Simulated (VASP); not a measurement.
# Si in VASP: a series of runs

Runs on Si. Level: PBEsol. Tasks: single point.

All numbers are computed with VASP 6.6.1; they aren't measurements. Logs are shortened: lines on timing, memory, paths and dates and some standing lists are left out, and cuts for length are marked.

## 1. The cell of the first run

The cell holds layers a few Å apart, 11 atoms: a = 3.842 Å, b = 3.842 Å, c = 18.583 Å, α = 90.00°, β = 90.00°, γ = 90.00°.

## 2. Single point, PBEsol

INCAR reads:

```
PREC     = Accurate       # precision mode
ENCUT    = 520            # plane-wave cutoff, eV
EDIFF    = 1E-6           # SCF threshold, eV
ISMEAR   = 0              # smearing method
SIGMA    = 0.05           # smearing width, eV
LREAL    = F              # projectors in reciprocal space
LASPH    = T              # aspherical terms in the spheres
NELM     = 80             # most SCF steps
ALGO     = Normal         # electronic algorithm
ISIF     = 2              # what is computed and relaxed
LWAVE    = F              # write WAVECAR
LCHARG   = F              # write CHGCAR
LDIPOL   = T            
IDIPOL   = 3            
DIPOL    = 0.5 0.5 0.500
GGA      = PS             # functional
NBANDS   = 33             # bands
```

KPOINTS reads:

```
Automatic mesh
0
Gamma
  9 9 1
```

POSCAR reads:

```
Si
1.0
    3.8417168278      0.0000000000      0.0000000000
    0.0000000000      3.8417168278      0.0000000000
    0.0000000000      0.0000000000     18.5825201018
Si
11
Direct
    0.0000000000      0.5000000000      0.1345350354
    0.0000000000      0.0000000000      0.2076280283
    0.5000000000      0.0000000000      0.2807210212
    0.5000000000      0.5000000000      0.3538140142
    0.0000000000      0.5000000000      0.4269070071
    0.0000000000      0.0000000000      0.5000000000
    0.5000000000      0.0000000000      0.5730929929
    0.5000000000      0.5000000000      0.6461859858
    0.0000000000      0.5000000000      0.7192789788
    0.0000000000      0.0000000000      0.7923719717
    0.5000000000      0.0000000000      0.8654649646
```

Potentials or basis: VASP PAW PBE potentials, release 64 (Si).

The run is started by

```console
$ cat potpaw_PBE.64/Si/POTCAR > POTCAR
$ mpirun -np 1 vasp_std > vasp.out
```

OUTCAR:

```text
PREC = Accurate
   ENCUT = 520
   EDIFF = 1E-6
   ISMEAR = 0
   LREAL = F
   LASPH = T
   NELM = 80
   ISIF = 2
   GGA = PS

 ion  position               nearest neighbor table
   1  0.000  0.500  0.135-   2 2.35   2 2.35
   2  0.000  0.000  0.208-   1 2.35   3 2.35   1 2.35   3 2.35
   3  0.500  0.000  0.281-   2 2.35   2 2.35   4 2.35   4 2.35
   4  0.500  0.500  0.354-   5 2.35   5 2.35   3 2.35   3 2.35
   5  0.000  0.500  0.427-   4 2.35   6 2.35   6 2.35   4 2.35
   6  0.000  0.000  0.500-   5 2.35   7 2.35   5 2.35   7 2.35
   7  0.500  0.000  0.573-   6 2.35   8 2.35   8 2.35   6 2.35
   8  0.500  0.500  0.646-   7 2.35   7 2.35   9 2.35   9 2.35
   9  0.000  0.500  0.719-  10 2.35  10 2.35   8 2.35   8 2.35
  10  0.000  0.000  0.792-   9 2.35  11 2.35   9 2.35  11 2.35
  11  0.500  0.000  0.865-  10 2.35  10 2.35

  LATTYP: Found a simple tetragonal cell.
 ALAT       =     3.8417168278
 C/A-ratio  =     4.8370353503

  Lattice vectors:

 A1 = (   3.8417168278,   0.0000000000,   0.0000000000)
 A2 = (   0.0000000000,   3.8417168278,   0.0000000000)
 A3 = (   0.0000000000,   0.0000000000,  18.5825201018)

Analysis of symmetry for initial positions (statically):
=====================================================================
 Subroutine PRICEL returns:
 Original cell was already a primitive cell.

 Routine SETGRP: Setting up the symmetry group for a
 simple tetragonal supercell.

 Subroutine GETGRP returns: Found  8 space group operations
 (whereof  8 operations were pure point group operations)
 out of a pool of 16 trial point group operations.

The static configuration has the point symmetry D_2d.

Analysis of symmetry for dynamics (positions and initial velocities):
=====================================================================
 Subroutine PRICEL returns:
 Original cell was already a primitive cell.

 Routine SETGRP: Setting up the symmetry group for a
 simple tetragonal supercell.

 Subroutine GETGRP returns: Found  8 space group operations
 (whereof  8 operations were pure point group operations)
 out of a pool of 16 trial point group operations.

The dynamic configuration has the point symmetry D_2d.

 Subroutine INISYM returns: Found  8 space group operations
 (whereof  8 operations are pure point group operations),
 and found     1 'primitive' translations

----------------------------------------------------------------------------------------

                                     Primitive cell

  volume of cell :     274.2555

  direct lattice vectors                    reciprocal lattice vectors
     3.841716828  0.000000000  0.000000000     0.260300289  0.000000000  0.000000000
     0.000000000  3.841716828  0.000000000     0.000000000  0.260300289  0.000000000
     0.000000000  0.000000000 18.582520102     0.000000000  0.000000000  0.053814014

  length of vectors
     3.841716828  3.841716828 18.582520102     0.260300289  0.260300289  0.053814014

  position of ions in fractional coordinates (direct lattice)
     0.000000000  0.500000000  0.134535035
     0.000000000  0.000000000  0.207628028
     0.500000000  0.000000000  0.280721021
     0.500000000  0.500000000  0.353814014
     0.000000000  0.500000000  0.426907007
     0.000000000  0.000000000  0.500000000
     0.500000000  0.000000000  0.573092993
     0.500000000  0.500000000  0.646185986
     0.000000000  0.500000000  0.719278979
     0.000000000  0.000000000  0.792371972
     0.500000000  0.000000000  0.865464965

  ion indices of the primitive-cell ions
   primitive index   ion index
                 1           1
                 2           2
                 3           3
                 4           4
                 5           5
                 6           6
                 7           7
                 8           8
                 9           9
                10          10
                11          11

----------------------------------------------------------------------------------------

 KPOINTS: Automatic mesh

Automatic generation of k-mesh.
 Grid dimensions read from file:
 generate k-points for:    9    9    1

 Generating k-lattice:

  Cartesian coordinates                     Fractional coordinates (reciprocal lattice)
     0.028922254  0.000000000  0.000000000     0.111111111  0.000000000  0.000000000
     0.000000000  0.028922254  0.000000000     0.000000000  0.111111111  0.000000000
     0.000000000  0.000000000  0.053814014     0.000000000  0.000000000  1.000000000

  Length of vectors
     0.028922254  0.028922254  0.053814014

  Shift w.r.t. Gamma in fractional coordinates (k-lattice)
     0.000000000  0.000000000  0.000000000

 Subroutine IBZKPT returns following result:
 ===========================================

 Found     15 irreducible k-points:

 Following reciprocal coordinates:
            Coordinates               Weight
  0.000000  0.000000  0.000000      1.000000
  0.111111  0.000000  0.000000      4.000000
[... 71 lines left out ...]

 number of electron      43.9999999 magnetization

 dipolmoment           0.000000      0.000000     -0.000000 electrons x Angstroem

 Free energy of the ion-electron system (eV)
  ---------------------------------------------------
  ext. energy  EPLUGINS =         0.00000000
  ---------------------------------------------------
  free energy    TOTEN  =       -58.99069223 eV

  energy without entropy =      -58.98145623  energy(sigma->0) =      -58.98607423

 E-fermi :   3.4583     XC(G=0):  -8.4165

 val. band max:        3.4567200462   @ k =   0.3333   0.3333   0.0000
 cond. band min:       3.4712386179   @ k =   0.2222   0.2222   0.0000
 fundamental gap:      0.0145185716
 Fermi energy:         3.4583075104

 k-point     1 :       0.0000    0.0000    0.0000
  band No.  band energies     occupation
      1      -8.2696      2.00000
      2      -7.8131      2.00000
      3      -7.1582      2.00000
      4      -6.2883      2.00000
      5      -5.2230      2.00000
      6      -3.9773      2.00000
[... 25 lines left out ...]
     32       6.3271      0.00000
     33       6.8745      0.00000

 k-point     2 :       0.1111    0.0000    0.0000
  band No.  band energies     occupation
      1      -8.1625      2.00000
      2      -7.7094      2.00000
      3      -7.0607      2.00000
      4      -6.2020      2.00000
      5      -5.1576      2.00000
      6      -3.9431      2.00000
[... 25 lines left out ...]
     32       6.6387      0.00000
     33       6.8947      0.00000

 k-point     3 :       0.2222    0.0000    0.0000
  band No.  band energies     occupation
      1      -7.8453      2.00000
      2      -7.4044      2.00000
      3      -6.7799      2.00000
      4      -5.9687      2.00000
      5      -5.0402      2.00000
      6      -3.8745      2.00000
[... 25 lines left out ...]
     32       7.0027      0.00000
     33       7.2581      0.00000

 k-point     4 :       0.3333    0.0000    0.0000
  band No.  band energies     occupation
      1      -7.3318      2.00000
      2      -6.9226      2.00000
      3      -6.3675      2.00000
      4      -5.7179      2.00000
      5      -5.1926      2.00000
      6      -3.7853      2.00000
[... 349 lines left out ...]
     32       7.4084      0.00000
     33       8.1443      0.00000

 k-point    14 :       0.4444    0.3333    0.0000
  band No.  band energies     occupation
      1      -5.7024      2.00000
      2      -5.4048      2.00000
      3      -5.1019      2.00000
      4      -4.9586      2.00000
      5      -4.6561      2.00000
      6      -3.4027      2.00000
[... 25 lines left out ...]
     32       7.1157      0.00000
     33       7.9596      0.00000

 k-point    15 :       0.4444    0.4444    0.0000
  band No.  band energies     occupation
      1      -5.0048      2.00000
      2      -4.7530      2.00000
      3      -4.5076      2.00000
      4      -4.3279      2.00000
      5      -4.1727      2.00000
      6      -3.9756      2.00000
[... 25 lines left out ...]
     32       6.9540      0.00000
     33       7.4297      0.00000

------------------------ aborting loop because EDIFF is reached ----------------------------------------

 vacuum level on the upper side and lower side of the slab       (xc-potential included)        -2.610        -2.610

  FORCE on cell =-STRESS in cart. coord.  units (eV):
  Direction    XX          YY          ZZ          XY          YZ          ZX
  --------------------------------------------------------------------------------------
  -------------------------------------------------------------------------------------
  Total       -2.2369150     -2.2369150     -0.8224270      0.0000000      0.0000000      0.0000000
  in kB      -13.0678685    -13.0678685     -4.8045491      0.0000000      0.0000000      0.0000000
  external PRESSURE =     -10.3134287 kB  Pullay stress =       0.0000000 kB

 VOLUME and BASIS-vectors are now :
 -----------------------------------------------------------------------------
  energy-cutoff  :      520.00
  volume of cell :      274.26
      direct lattice vectors                 reciprocal lattice vectors
     3.841716828  0.000000000  0.000000000     0.260300289  0.000000000  0.000000000
     0.000000000  3.841716828  0.000000000     0.000000000  0.260300289  0.000000000
     0.000000000  0.000000000 18.582520102     0.000000000  0.000000000  0.053814014

 POSITION                                       TOTAL-FORCE (eV/Angst)
 -----------------------------------------------------------------------------------
      0.00000      1.92086      2.50000         0.000000      0.000000      0.055812
      0.00000      0.00000      3.85825        -0.000000      0.000000     -0.061455
      1.92086      0.00000      5.21650        -0.000000      0.000000      0.017074
      1.92086      1.92086      6.57476        -0.000000     -0.000000     -0.066083
      0.00000      1.92086      7.93301        -0.000000     -0.000000     -0.002620
      0.00000      0.00000      9.29126        -0.000000      0.000000      0.000000
      1.92086      0.00000     10.64951        -0.000000      0.000000      0.002620
      1.92086      1.92086     12.00776        -0.000000      0.000000      0.066083
      0.00000      1.92086     13.36602        -0.000000      0.000000     -0.017074
      0.00000      0.00000     14.72427         0.000000      0.000000      0.061455
      1.92086      0.00000     16.08252        -0.000000     -0.000000     -0.055812
 -----------------------------------------------------------------------------------
    total drift:                               -0.000000      0.000000      0.000000

  FREE ENERGIE OF THE ION-ELECTRON SYSTEM (eV)
  ---------------------------------------------------
  free  energy   TOTEN  =       -58.9906922282 eV

  energy  without entropy=      -58.9814562297  energy(sigma->0) =      -58.98607423

 vacuum level on the upper side and lower side of the slab         6.252         6.252
```

Wall time 4.8 min (1 thread of Intel Xeon 8259CL, shared host); peak memory 0.37 GiB.

Results:

```
Free energy            : -58.9907 eV
Largest force          : 0.066 eV/Å
Band gap on the k mesh : zero (bands 22 and 23 overlap by 1.03 eV)
```

Forces in eV/Å, atoms in the order of the input:
```
Si   0.000  0.000  0.056
Si   0.000  0.000 -0.061
Si   0.000  0.000  0.017
Si   0.000  0.000 -0.066
Si   0.000  0.000 -0.003
Si   0.000  0.000  0.000
Si   0.000  0.000  0.003
Si   0.000  0.000  0.066
Si   0.000  0.000 -0.017
Si   0.000  0.000  0.061
Si   0.000  0.000 -0.056
```

Caveat: the PAW data sets were made with another functional, which shifts forces and pressure a little.

## 3. Single point, PBEsol

This run uses another cell than the first one.

INCAR reads:

```
SYSTEM = Si
PREC     = Accurate       ! precision mode
ENCUT    = 520            ! plane-wave cutoff, eV
EDIFF    = 1E-6           ! SCF threshold, eV
ISMEAR   = 0              ! smearing method
SIGMA    = 0.05           ! smearing width, eV
LREAL    = .FALSE.        ! projectors in reciprocal space
LASPH    = .TRUE.         ! aspherical terms in the spheres
NELM     = 100            ! most SCF steps
ALGO     = Normal         ! electronic algorithm
ISIF     = 2              ! what is computed and relaxed
LWAVE    = .FALSE.        ! write WAVECAR
LCHARG   = .TRUE.         ! write CHGCAR
GGA      = PS             ! functional
LELF     = .TRUE.         ! ELF
LVHAR    = .TRUE.       
NBANDS   = 33             ! bands
```

KPOINTS reads:

```
Automatic mesh
0
G
  9 9 1
  0 0 0
```

POSCAR reads:

```
Si
1.0
    3.8417168278      0.0000000000      0.0000000000
    0.0000000000      3.8417168278      0.0000000000
    0.0000000000      0.0000000000     21.5825201018
Si
11
Direct
    0.0000000000      0.5000000000      0.1853351685
    0.0000000000      0.0000000000      0.2482681348
    0.5000000000      0.0000000000      0.3112011011
    0.5000000000      0.5000000000      0.3741340674
    0.0000000000      0.5000000000      0.4370670337
    0.0000000000      0.0000000000      0.5000000000
    0.5000000000      0.0000000000      0.5629329663
    0.5000000000      0.5000000000      0.6258659326
    0.0000000000      0.5000000000      0.6887988989
    0.0000000000      0.0000000000      0.7517318652
    0.5000000000      0.0000000000      0.8146648315
```

Potentials or basis: VASP PAW PBE potentials, release 64 (Si).

The run is started by

```console
$ cat potpaw_PBE.64/Si/POTCAR > POTCAR
$ mpirun -np 1 vasp_std > vasp.out
```

It took 6.3 min on 1 thread of Intel Xeon 8259CL, shared host; peak memory 0.43 GiB.

The run converged. Its results:

```yaml
Free_energy: -58.9659 eV
Largest_force: 0.083 eV/Å
Band_gap_on_the_k_mesh: zero (bands 22 and 23 overlap by 0.90 eV)
```

Forces on the atoms (eV/Å):
```
Si   0.000  0.000  0.071
Si   0.000  0.000 -0.031
Si   0.000  0.000  0.040
Si   0.000  0.000 -0.083
Si   0.000  0.000 -0.012
Si   0.000  0.000  0.000
Si   0.000  0.000  0.012
Si   0.000  0.000  0.083
Si   0.000  0.000 -0.040
Si   0.000  0.000  0.031
Si   0.000  0.000 -0.071
```

Levels at points of the mesh, in eV from the Fermi level:
```tsv
k point	band 19	band 20	band 21	band 22	band 23	band 24	band 25	band 26
(0.00, 0.00, 0.00)	-0.19	-0.19	-0.11	0.36	0.76	0.79	1.29	1.33
```

Caveat: there is no dipole correction, which matters where the two faces differ; the PAW data sets were made with another functional, which shifts forces and pressure a little.

## 4. Single point, PBEsol

This run uses another cell than the first one.

INCAR reads:

```
SYSTEM = Si
PREC = Accurate
ENCUT = 520
EDIFF = 1E-6
ISMEAR = 0
SIGMA = 0.05
LREAL = .FALSE.
LASPH = .TRUE.
NELM = 80
ALGO = Normal
ISIF = 2
LWAVE = .FALSE.
LCHARG = .FALSE.
LDIPOL = .TRUE.
IDIPOL = 3
DIPOL = 0.5 0.5 0.500
GGA = PS
NBANDS = 33
```

KPOINTS reads:

```
regular mesh
0
G
  9 9 1
  0 0 0
```

POSCAR reads:

```
Si
1.0
    3.8417168278      0.0000000000      0.0000000000
    0.0000000000      3.8417168278      0.0000000000
    0.0000000000      0.0000000000     28.5825201018
Si
11
Direct
    0.0000000000      0.5000000000      0.2623981361
    0.0000000000      0.0000000000      0.3099185089
    0.5000000000      0.0000000000      0.3574388817
    0.5000000000      0.5000000000      0.4049592544
    0.0000000000      0.5000000000      0.4524796272
    0.0000000000      0.0000000000      0.5000000000
    0.5000000000      0.0000000000      0.5475203728
    0.5000000000      0.5000000000      0.5950407456
    0.0000000000      0.5000000000      0.6425611183
    0.0000000000      0.0000000000      0.6900814911
    0.5000000000      0.0000000000      0.7376018639
```

The run is started by

```console
$ cat potpaw_PBE.64/Si/POTCAR > POTCAR
$ mpirun -np 1 vasp_std > vasp.out
```

Wall time 12 min (1 thread of Intel Xeon 8259CL, shared host); peak memory 0.51 GiB.

It converged, with:

| Item | Value |
| --- | --- |
| Free energy | -58.9651 eV |
| Largest force | 0.083 eV/Å |
| Band gap on the k mesh | zero (bands 22 and 23 overlap by 0.89 eV) |

Forces in eV/Å, atoms in the order of the input:
```
Si   0.000  0.000  0.070
Si   0.000  0.000 -0.030
Si   0.000  0.000  0.040
Si   0.000  0.000 -0.083
Si   0.000  0.000 -0.013
Si   0.000  0.000  0.000
Si   0.000  0.000  0.013
Si   0.000  0.000  0.083
Si   0.000  0.000 -0.040
Si   0.000  0.000  0.030
Si   0.000  0.000 -0.070
```

Levels at points of the mesh, in eV from the Fermi level:
| k point | band 19 | band 20 | band 21 | band 22 | band 23 | band 24 | band 25 | band 26 |
| --- | --- | --- | --- | --- | --- | --- | --- | --- |
| (0.00, 0.00, 0.00) | -0.19 | -0.19 | -0.10 | 0.35 | 0.76 | 0.79 | 1.29 | 1.33 |

Caveat: the PAW data sets were made with another functional, which shifts forces and pressure a little.

## 5. Overview

| cell | dipole correction | gap on the mesh (eV) | largest force (eV/Å) |
| --- | --- | --- | --- |
| a = 3.842, b = 3.842, c = 18.583 Å, 11 atoms | yes | none | 0.07 |
| a = 3.842, b = 3.842, c = 21.583 Å, 11 atoms | no | none | 0.08 |
| a = 3.842, b = 3.842, c = 28.583 Å, 11 atoms | yes | none | 0.08 |

Alike in all rows: task single point; level PBEsol; potentials or basis VASP PAW PBE potentials, release 64 (Si); no spin polarisation; k mesh 9 × 9 × 1; cutoff (eV) 520; smearing gaussian 0.05 eV.

Caveats: the PAW data sets were made with another functional, which shifts forces and pressure a little; there is no dipole correction, which matters where the two faces differ (at least some runs).

Total energies depend on the potentials used, so only differences within one code and one set of settings carry meaning.

The gap in the log of VASP goes by the Fermi energy; the results here count the filled bands.